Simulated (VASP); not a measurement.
# AlFe (P1) in VASP: single point with r2SCAN+U

Aim: the single point of AlFe with r2SCAN+U.

Program: VASP 6.6.1. These are calculated values, not measurements. Logs are shortened: lines on timing, memory, paths and dates and some standing lists are left out, and cuts for length are marked.

## (1) The cell of the first run

The typed cell holds 4 atoms: a = 4.091 Å, b = 2.924 Å, c = 4.167 Å, α = 89.85°, β = 89.19°, γ = 90.78°.

## (2) Single point, r2SCAN+U, collinear spin, ferromagnetic start

The input, POSCAR:

```
AlFe
1.0
    2.9131230000     -0.0280150000     -2.8718710000
   -0.0111660000      2.9234360000      0.0168500000
    2.9669390000      0.0056840000      2.9256860000
Fe Al
2 2
Direct
    0.9498040000      0.4569240000      0.4894810000
    0.5107900000      0.4194480000      0.0041280000
    0.9369210000      0.0311400000      0.0136440000
    0.4497090000      0.9728850000      0.4153320000
```

The input, INCAR.step1:

```
SYSTEM = AlFe
ALGO     = Normal         ! electronic algorithm
EDIFF    = 1E-4           ! SCF threshold, eV
ENCUT    = 520            ! plane-wave cutoff, eV
GGA      = PE             ! functional
ISMEAR   = 0              ! smearing method
ISPIN    = 2              ! spin polarisation
LASPH    = .TRUE.         ! aspherical terms in the spheres
LCHARG   = .FALSE.        ! write CHGCAR
LDAU     = .TRUE.         ! DFT+U
LDAUJ    = 0 0          
LDAUL    = 2 -1           ! shell
LDAUTYPE = 2            
LDAUU    = 1.73 0         ! U, eV
LMAXMIX  = 4              ! l up to which the mixer works
LREAL    = .FALSE.        ! projectors in reciprocal space
LWAVE    = .TRUE.         ! write WAVECAR
MAGMOM   = 4 4 0 0        ! initial moments
NBANDS   = 23             ! bands
NELM     = 150            ! most SCF steps
PREC     = Accurate       ! precision mode
SIGMA    = 0.0935         ! smearing width, eV
```

The input, INCAR.step2:

```
SYSTEM = AlFe
ALGO     = Normal         ! electronic algorithm
EDIFF    = 1E-6           ! SCF threshold, eV
ENCUT    = 520            ! plane-wave cutoff, eV
ISIF     = 2              ! what is computed and relaxed
ISMEAR   = 0              ! smearing method
ISPIN    = 2              ! spin polarisation
ISTART   = 1            
LASPH    = .TRUE.         ! aspherical terms in the spheres
LCHARG   = .FALSE.        ! write CHGCAR
LDAU     = .TRUE.         ! DFT+U
LDAUJ    = 0 0          
LDAUL    = 2 -1           ! shell
LDAUPRINT= 1            
LDAUTYPE = 2            
LDAUU    = 1.73 0         ! U, eV
LMAXMIX  = 4              ! l up to which the mixer works
LMIXTAU  = .TRUE.       
LORBIT   = 11             ! projections on sites
LREAL    = .FALSE.        ! projectors in reciprocal space
LWAVE    = .FALSE.        ! write WAVECAR
MAGMOM   = 4 4 0 0        ! initial moments
METAGGA  = R2SCAN         ! meta-GGA
NBANDS   = 23             ! bands
NELM     = 150            ! most SCF steps
PREC     = Accurate       ! precision mode
SIGMA    = 0.0935         ! smearing width, eV
```

The input, KPOINTS:

```
Automatic mesh
0
Gamma
  5 6 4
  0.5 0.5 0.5
```

Potentials or basis: VASP PAW PBE potentials, release 64 (Fe, Al).

On the command line:

```sh
cat potpaw_PBE.64/Fe/POTCAR potpaw_PBE.64/Al/POTCAR > POTCAR
cp INCAR.step1 INCAR
mpirun -np 1 vasp_std > vasp.out
cp INCAR.step2 INCAR
mpirun -np 1 vasp_std > vasp.out
```

OUTCAR:

```text
SYSTEM = AlFe
   EDIFF = 1E-6
   ENCUT = 520
   ISIF = 2
   ISMEAR = 0
   ISPIN = 2
   ISTART = 1
   LASPH = .TRUE.
   LORBIT = 11
   LREAL = .FALSE.
   METAGGA = R2SCAN
   NELM = 150
   PREC = Accurate

 ion  position               nearest neighbor table
   1  0.950  0.457  0.489-   3 2.34   4 2.49   3 2.51   4 2.52   4 2.54   4 2.58   3 2.60   2 2.73
                             3 2.76   2 2.78   2 3.04
   2  0.511  0.419  0.004-   3 2.09   4 2.16   4 2.37   3 2.48   3 2.59   1 2.73   1 2.78   4 2.79
                             4 2.95   3 2.97   1 3.04
   3  0.937  0.031  0.014-   2 2.09   1 2.34   2 2.48   1 2.51   4 2.59   2 2.59   1 2.60   4 2.71
                             1 2.76   2 2.97   4 3.22   4 3.24
   4  0.450  0.973  0.415-   2 2.16   2 2.37   1 2.49   1 2.52   1 2.54   1 2.58   3 2.59   3 2.71
                             2 2.79   2 2.95   3 3.22   3 3.24

  LATTYP: Found a triclinic cell.
 ALAT       =     4.9955942697
 B/A-ratio  =     0.5852168381
 C/A-ratio  =     0.8340991791
 COS(alpha) =     0.0026913903
 COS(beta)  =     0.0131387068
 COS(gamma) =     0.5740684007

  Lattice vectors:

 A1 = (   2.9019570000,   2.8954210000,  -2.8550210000)
 A2 = (  -0.0111660000,   2.9234360000,   0.0168500000)
 A3 = (   2.9669390000,   0.0056840000,   2.9256860000)

Analysis of symmetry for initial positions (statically):
=====================================================================
 Subroutine PRICEL returns:
 Original cell was already a primitive cell.

 Routine SETGRP: Setting up the symmetry group for a
 triclinic supercell.

 Subroutine GETGRP returns: Found  1 space group operations
 (whereof  1 operations were pure point group operations)
 out of a pool of  2 trial point group operations.

The static configuration has the point symmetry C_1 .

Analysis of symmetry for dynamics (positions and initial velocities):
=====================================================================
 Subroutine PRICEL returns:
 Original cell was already a primitive cell.
[... 225 lines left out ...]
  o =  0.3405  v =  0.0000  0.0000  0.0000  0.0000  0.0000 -0.0729 -0.0397 -0.0934  0.0051  0.9921      0.0000  0.0000  0.0000  0.0000  0.0000  0.0000  0.0000  0.0000  0.0000  0.0000
  o =  0.6863  v =  0.0000  0.0000  0.0000  0.0000  0.0000 -0.8352  0.0464  0.5291  0.1419 -0.0104      0.0000  0.0000  0.0000  0.0000  0.0000  0.0000  0.0000  0.0000  0.0000  0.0000
  o =  0.7928  v =  0.0000  0.0000  0.0000  0.0000  0.0000  0.1036 -0.7946  0.0737  0.5933 -0.0203      0.0000  0.0000  0.0000  0.0000  0.0000  0.0000  0.0000  0.0000  0.0000  0.0000
  o =  0.8598  v =  0.9011 -0.1156 -0.3373 -0.2311 -0.0864  0.0000  0.0000  0.0000  0.0000  0.0000      0.0000  0.0000  0.0000  0.0000  0.0000  0.0000  0.0000  0.0000  0.0000  0.0000
  o =  0.8680  v = -0.0908  0.8673 -0.2236 -0.4233 -0.1013  0.0000  0.0000  0.0000  0.0000  0.0000      0.0000  0.0000  0.0000  0.0000  0.0000  0.0000  0.0000  0.0000  0.0000  0.0000
  o =  0.8734  v =  0.1874  0.0534  0.5837 -0.4015  0.6784  0.0000  0.0000  0.0000  0.0000  0.0000      0.0000  0.0000  0.0000  0.0000  0.0000  0.0000  0.0000  0.0000  0.0000  0.0000
  o =  0.8795  v = -0.3173 -0.4662 -0.0873 -0.7785 -0.2613  0.0000  0.0000  0.0000  0.0000  0.0000      0.0000  0.0000  0.0000  0.0000  0.0000  0.0000  0.0000  0.0000  0.0000  0.0000
  o =  0.8846  v =  0.2099  0.1190  0.6985 -0.0090 -0.6736  0.0000  0.0000  0.0000  0.0000  0.0000      0.0000  0.0000  0.0000  0.0000  0.0000  0.0000  0.0000  0.0000  0.0000  0.0000

 number of electron      21.9999998 magnetization       4.2770098

 Free energy of the ion-electron system (eV)
  ---------------------------------------------------
  ext. energy  EPLUGINS =         0.00000000
  ---------------------------------------------------
  free energy    TOTEN  =       -38.61060533 eV

  energy without entropy =      -38.60714084  energy(sigma->0) =      -38.60887309

 E-fermi :   8.0886     XC(G=0): -12.7280

 val. band max:        8.0735245591   @ k =  -0.3000  -0.2500   0.3750
 cond. band min:       8.0958312238   @ k =  -0.1000  -0.0833   0.1250
 fundamental gap:      0.0223066648
 Fermi energy:         8.0886459410

 spin component 1

 k-point     1 :       0.1000    0.0833    0.1250
  band No.  band energies     occupation
      1      -2.8155      1.00000
      2       1.7248      1.00000
      3       2.9743      1.00000
      4       3.4314      1.00000
      5       3.6013      1.00000
      6       4.1872      1.00000
[... 1241 lines left out ...]
     22      20.1260      0.00000
     23      22.2338      0.00000

 [... further k-points ...]
[... 5 lines left out ...]
  --------------------------------------------------------------------------------------
  -------------------------------------------------------------------------------------
  Total        5.2552789      5.7316537      5.8720811     -2.7855299      0.5992832     -0.3830424
  in kB      168.9949595    184.3138292    188.8295776    -89.5747902     19.2712574    -12.3175648
  external PRESSURE =     180.7127888 kB  Pullay stress =       0.0000000 kB

 VOLUME and BASIS-vectors are now :
 -----------------------------------------------------------------------------
  energy-cutoff  :      520.00
  volume of cell :       49.82
      direct lattice vectors                 reciprocal lattice vectors
     2.913123000 -0.028015000 -2.871871000     0.171665823  0.001659085 -0.174089582
    -0.011166000  2.923436000  0.016850000     0.001317443  0.342079806 -0.002000609
     2.966939000  0.005684000  2.925686000     0.168500618 -0.000341583  0.170924319

 POSITION                                       TOTAL-FORCE (eV/Angst)
 -----------------------------------------------------------------------------------
      4.21405      1.31196     -1.28795         0.611592      0.796266      0.696876
      1.49556      1.21194     -1.44778        -4.174354      2.718968     -0.203408
      2.76950      0.06487     -2.65027         1.345187     -2.599339     -3.357748
      2.53146      2.83393     -0.05998         2.217575     -0.915896      2.864279
 -----------------------------------------------------------------------------------
    total drift:                               -0.002061      0.000593      0.000545

  FREE ENERGIE OF THE ION-ELECTRON SYSTEM (eV)
  ---------------------------------------------------
  free  energy   TOTEN  =       -38.6106053335 eV

  energy  without entropy=      -38.6071408383  energy(sigma->0) =      -38.60887309

 total charge

# of ion       s       p       d       tot
------------------------------------------
    1        0.447   0.532   6.345   7.323
    2        0.479   0.556   6.533   7.568
    3        0.427   0.481   0.000   0.908
    4        0.417   0.472   0.000   0.889
--------------------------------------------------
tot          1.770   2.041  12.878  16.688

 magnetization (x)

# of ion       s       p       d       tot
------------------------------------------
    1        0.024  -0.003   2.492   2.512
    2        0.026  -0.005   2.165   2.186
    3       -0.023  -0.049   0.000  -0.072
    4       -0.022  -0.046   0.000  -0.068
--------------------------------------------------
tot          0.004  -0.104   4.657   4.558
```

OUTCAR.step1:

```text
SYSTEM = AlFe
   EDIFF = 1E-4
   ENCUT = 520
   GGA = PE
   ISMEAR = 0
   ISPIN = 2
[... 1509 lines left out ...]
      4.21405      1.31196     -1.28795         0.557361      0.776539      0.737343
      1.49556      1.21194     -1.44778        -3.908371      2.772999     -0.243878
      2.76950      0.06487     -2.65027         1.224119     -2.520350     -3.122764
      2.53146      2.83393     -0.05998         2.126891     -1.029189      2.629298
 -----------------------------------------------------------------------------------
    total drift:                               -0.004125      0.000050     -0.000994

  FREE ENERGIE OF THE ION-ELECTRON SYSTEM (eV)
  ---------------------------------------------------
  free  energy   TOTEN  =       -20.3636677413 eV

  energy  without entropy=      -20.3528522486  energy(sigma->0) =      -20.35825999
```

OSZICAR.step1:

```text
N       E                     dE             d eps       ncg     rms          rms(c)
DAV:   1     0.116327882462E+03    0.11633E+03   -0.89270E+03  5520   0.102E+03
DAV:   2    -0.168276516455E+02   -0.13316E+03   -0.12181E+03  5583   0.218E+02
DAV:   3    -0.227937457150E+02   -0.59661E+01   -0.57758E+01  6907   0.589E+01
[... 10 lines left out ...]
DAV:  14    -0.203609856785E+02   -0.20482E-02   -0.70734E-03  8726   0.604E-01    0.142E-01
DAV:  15    -0.203617837944E+02   -0.79812E-03   -0.23439E-03  5572   0.331E-01    0.118E-01
DAV:  16    -0.203626679374E+02   -0.88414E-03   -0.45471E-03  7331   0.436E-01    0.111E-01
DAV:  17    -0.203632880576E+02   -0.62012E-03   -0.25522E-03  5369   0.310E-01    0.102E-01
DAV:  18    -0.203637308518E+02   -0.44279E-03   -0.14509E-03  4680   0.220E-01    0.102E-01
DAV:  19    -0.203636677413E+02    0.63111E-04   -0.93140E-05  2957   0.999E-02
   1 F= -.20363668E+02 E0= -.20358260E+02  d E =-.108155E-01  mag=     3.6518
```

It took 15 min on 1 thread of Intel Xeon 6975P-C, shared host; peak memory 0.26 GiB.

Results:

```
Free energy                                           : -38.6106 eV
Pressure                                              : 18.1 GPa
Largest force                                         : 4.986 eV/Å
Net moment                                            : 4.28 μB per cell
Site moments                                          : Fe +2.51, +2.19; Al -0.07 μB
Valence electrons inside the program's atomic spheres : Fe 7.32, 7.57; Al 0.91, 0.89
```

Forces on the atoms (eV/Å):
```
Fe   0.612  0.796  0.697
Fe  -4.174  2.719 -0.203
Al   1.345 -2.599 -3.358
Al   2.218 -0.916  2.864
```

Eigenvalues of the final occupation matrices:
| site | spin | trace | eigenvalues |
| --- | --- | --- | --- |
| site 1 d | 1 | 4.43 | 0.87 0.88 0.89 0.90 0.90 |
| site 1 d | 2 | 1.94 | 0.12 0.14 0.42 0.58 0.68 |
| site 2 d | 1 | 4.37 | 0.86 0.87 0.87 0.88 0.88 |
| site 2 d | 2 | 2.20 | 0.12 0.26 0.34 0.69 0.79 |

Caveat: the k points lie up to 0.38 Å⁻¹ apart; the PAW data sets were made with another functional, which shifts forces and pressure a little; the U is typed as a test and isn't derived for this compound. The state reached can hang on the start; a lower one may exist.
